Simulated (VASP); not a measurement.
Wanted: the native input for a VASP 6.6.1 run.

* Task: single point
* Functional: PBE
* Potentials or basis: VASP PAW PBE potentials, release 64 (Ag)
* Cutoff: 520 eV
* k mesh: 11 × 11 × 11
* Occupations: gaussian, width 0.017 eV
* Spin: no spin polarisation
* Dipole correction: no
* Further INCAR settings: ALGO = Fast; EDIFF = 1e-06; NBANDS = 12

The structure of Ag lies in POSCAR:

```
Ag
1.0
    0.0000000000      2.0427500000      2.0427500000
    2.0427500000      0.0000000000      2.0427500000
    2.0427500000      2.0427500000      0.0000000000
Ag
1
Direct
    0.0000000000      0.0000000000      0.0000000000
```

These files were run (other wordings do the same):

INCAR

```
PREC = Accurate ; ENCUT = 520
EDIFF = 1E-6 ; ISMEAR = 0
SIGMA = 0.017 ; LREAL = F
LASPH = T ; NELM = 80
ALGO = Fast ; ISIF = 2
LWAVE = F ; LCHARG = F
GGA = PE ; NBANDS = 12
```

KPOINTS

```
regular mesh
0
Gamma
  11 11 11
```

Potentials or basis: VASP PAW PBE potentials, release 64 (Ag).

Launch:

```sh
$ cat potpaw_PBE.64/Ag/POTCAR > POTCAR
$ mpirun -np 1 vasp_std > vasp.out
```

Results of the run:

```
Pressure : 4.2 GPa
```

It took 4.9 s on 1 thread of Intel(R) Xeon(R) 6975P-C (Granite Rapids) (shared host), peak memory 0.14 GiB.
